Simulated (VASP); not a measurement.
Set up this calculation in VASP 6.6.1, as the native input.

| Item | Value |
| --- | --- |
| Task | relaxation of cell and atoms |
| Functional | PBE |
| Potentials or basis | VASP PAW PBE potentials, release 64 (Mn_pv) |
| Cutoff | 600 eV |
| k mesh | 9 × 9 × 9 |
| Occupations | gaussian, width 0.1 eV |
| Spin | no spin polarisation |
| Dipole correction | no |
| Further INCAR settings | ALGO = Fast; EDIFF = 1e-07; IBRION = 2; EDIFFG = -0.04; NSW = 90; ISIF = 3 |

The structure of Mn lies in POSCAR:

```
Mn
1.0
    4.8082004006      2.7760157956      0.8587045628
   -4.8082004006      2.7760157956      0.8587045628
    0.0000000000     -5.5520315912      0.8587045628
Mn
6
Direct
    0.4601365873      0.2266286867      0.0556046492
    0.0556046492      0.4601365873      0.2266286867
    0.2266286867      0.0556046492      0.4601365873
    0.5398634127      0.7733713133      0.9443953508
    0.9443953508      0.5398634127      0.7733713133
    0.7733713133      0.9443953508      0.5398634127
```

One way to write it, as run:

INCAR

```
PREC = Accurate ; ENCUT = 600
EDIFF = 1E-7 ; ISMEAR = 0
SIGMA = 0.1 ; LREAL = F
LASPH = T ; NELM = 60
ALGO = Fast ; ISIF = 3
LWAVE = F ; LCHARG = F
GGA = PE ; IBRION = 2
NSW = 90 ; EDIFFG = -0.04
```

KPOINTS

```
Automatic mesh
0
Gamma
  9 9 9
```

Potentials or basis: VASP PAW PBE potentials, release 64 (Mn_pv).

Run with:

```sh
$ cat potpaw_PBE.64/Mn_pv/POTCAR > POTCAR
$ mpirun -np 1 vasp_std > vasp.out
```

Results of the run:

The relaxed volume is 11.47 Å³/atom. The relaxed cell is a = 5.627 Å, b = 5.627 Å, c = 5.627 Å, α = 117.73°, β = 117.73°, γ = 117.73°, the space group after relaxing (to 0.1 Å) is R-3 (No. 148) and the energy gained by relaxing is 0.2 meV/atom. The ionic steps are 2 and the pressure after relaxing is 0.0 GPa. The largest force after relaxing is 0.026 eV/Å and the band gap on the k mesh is zero (bands 39 and 40 overlap by 0.92 eV).

Caveat: the run has no spin polarisation, though such a crystal can be magnetic.

It took 51 min on 1 thread of Oxide Virtual Turin-like Processor, with other jobs on the host, peak memory 0.52 GiB.
